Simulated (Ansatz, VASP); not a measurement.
# One calculation of Ta4N, two programs

INCAR

```
SYSTEM = Ta4N
PREC = Accurate
ENCUT = 520
EDIFF = 1E-6
ISMEAR = 0
SIGMA = 0.1
LREAL = .False.
LASPH = .True.
NELM = 100
ALGO = Normal
ISIF = 2
LWAVE = .False.
LCHARG = .False.
GGA = PE
NBANDS = 32
```

The input KPOINTS:

```
Automatic mesh
0
Gamma
  4 4 4
  0 0 0
```

File POSCAR:

```
Ta4N
1.0
    4.5610398400      0.0000000000      0.0000000000
    0.0000000000      4.5610398400      0.0000000000
    0.0000000000      0.0000000000      4.5610398400
Ta N
4 1
Direct
    0.2437810800      0.7562189200      0.7562189200
    0.7562189200      0.2437810800      0.7562189200
    0.7562189200      0.7562189200      0.2437810800
    0.2437810800      0.2437810800      0.2437810800
    0.0000000000      0.0000000000      0.0000000000
```

Input for Ansatz:

```yaml
crystal:
  lattice:
    - [4.56103984, 0.0, 0.0]
    - [0.0, 4.56103984, 0.0]
    - [0.0, 0.0, 4.56103984]
  atoms:
    - { symbol: Ta, position: [0.24378108, 0.75621892, 0.75621892] }
    - { symbol: Ta, position: [0.75621892, 0.24378108, 0.75621892] }
    - { symbol: Ta, position: [0.75621892, 0.75621892, 0.24378108] }
    - { symbol: Ta, position: [0.24378108, 0.24378108, 0.24378108] }
    - { symbol: "N", position: [0.0, 0.0, 0.0] }
basis:
  ecutwfc: 420
kpoints:
  mp_grid: { grid: [4, 4, 4] }
hamiltonian:
  xc: pbe
scf:
  occupations: { method: gaussian, width: 0.1 }
  lower_state_search: "off"
output:
  forces: true
  stress: true
  eigenvalues: true
```

Change from the starting cell: species swapped into the SnI4 type (P-43m, No. 215).

Alike in both runs: task single point; functional PBE; k mesh 4 × 4 × 4; occupations gaussian, width 0.1 eV; no spin polarisation.

|  | VASP | Ansatz |
| --- | --- | --- |
| version | VASP 6.6.1 | Ansatz 0.2.0 |
| potentials or method | VASP PAW PBE potentials, release 64 (Ta_pv, N), cutoff 520 eV | scalar-relativistic, plane waves, PAW |
| valence electrons in the cell | 49 | 57 |

|  | VASP | Ansatz | Ansatz less VASP |
| --- | --- | --- | --- |
| gap on the k mesh at the Fermi level (eV) | none | none | - |
| pressure (GPa) | -8.7 | -9.0 | -0.31 |
| rms of the force components (eV/Å) | 1.296 | 1.257 | -0.0396 |

Atom by atom the forces differ by 0.040 eV/Å (rms over components). A gap of «none» marks a metal or a gap that the smearing closes. VASP's potentials hold 49 valence electrons a cell and Ansatz's 57, so a difference there can come from the potentials and not from the codes.

Neither program's run includes spin-orbit coupling.
